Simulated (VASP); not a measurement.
Ge:

```
CELL_PARAMETERS angstrom
1.94064 -2.07419 0.00000
1.94064 2.07419 0.00000
0.00000 0.00000 5.99212
ATOMIC_POSITIONS crystal
Ge 0.50000 0.50000 0.81042
Ge 0.50000 0.50000 0.18958
```

The cell was built from a structure type or drawn by symmetry, and may not be a known phase.

```yaml
Program: VASP 6.6.1
Task: relaxation of cell and atoms
Functional: PBE
Potentials_or_basis: VASP PAW PBE potentials, release 64 (Ge_d)
Cutoff: 600 eV
k_mesh: 6 × 6 × 4
Occupations: gaussian, width 0.1 eV
Spin: no spin polarisation
```

At the start: pressure 1.8 GPa; volume 24.12 Å³/atom.

Q: Where does the relaxation end?

A: Over 38 steps the energy falls by 313.3 meV/atom and the volume is 19.98 Å³/atom (-17.1 %); space group Cmmm (No. 65, to 0.1 Å) before, Pm-3m (No. 221, to 0.1 Å).

Step by step:
```csv
step,energy change (eV),largest force (eV/Å),pressure (GPa),volume (Å³)
1,0.0000,2.3793,1.84,48.24
2,-0.2485,0.4293,-4.44,49.90
3,-0.2965,0.0029,-3.85,49.36
4,-0.3475,0.0527,-0.29,45.68
5,-0.3477,0.0533,-0.51,45.85
6,-0.3540,0.2284,-0.08,45.27
7,-0.3554,0.3603,0.25,44.88
8,-0.3602,0.3887,0.19,44.69
9,-0.3793,0.4994,0.00,44.12
10,-0.4334,0.6180,-0.36,42.96
11,-0.5444,0.7619,0.50,40.58
12,0.1578,2.6796,18.16,35.52
13,-0.4931,1.1493,1.92,40.36
14,-0.5039,1.1837,2.89,39.54
15,-0.4752,0.7050,6.82,37.56
16,-0.5060,1.2320,3.87,39.02
17,-0.5088,1.0143,5.19,38.29
18,-0.5105,0.9666,5.27,38.25
19,-0.5131,0.8268,5.51,38.14
20,-0.5163,0.8095,5.36,38.17
21,-0.5255,0.7576,5.01,38.29
22,-0.5420,0.6544,4.34,38.52
23,-0.5687,0.4718,3.05,38.98
24,-0.6024,0.2012,0.97,39.92
25,-0.6029,0.0834,-2.24,41.82
26,-0.6126,0.0108,-0.93,40.96
27,-0.6128,0.0309,-0.65,40.81
28,-0.6128,0.0229,-0.75,40.87
29,-0.6136,0.0189,-0.65,40.79
30,-0.6153,0.0074,-0.34,40.56
31,-0.6165,0.0122,0.25,40.09
32,-0.6166,0.0230,0.50,39.91
33,-0.6182,0.0272,0.44,39.91
34,-0.6208,0.0350,0.20,39.89
35,-0.6223,0.0357,0.16,39.92
36,-0.6245,0.0374,-0.06,39.99
37,-0.6260,0.0314,-0.05,39.98
38,-0.6267,0.0233,0.02,39.97
```

Final structure:
```
CELL_PARAMETERS angstrom
1.94326 -1.93833 0.00000
1.94326 1.93833 0.00000
0.00000 0.00000 5.30542
ATOMIC_POSITIONS crystal
Ge 0.50000 0.50000 0.74959
Ge 0.50000 0.50000 0.25041
```

Caveat: the k points lie up to 0.38 Å⁻¹ apart in the final cell, too coarse for converged energies and pressures of a metal; the volume moved by over 15 % at a fixed basis, so the end points are rough.
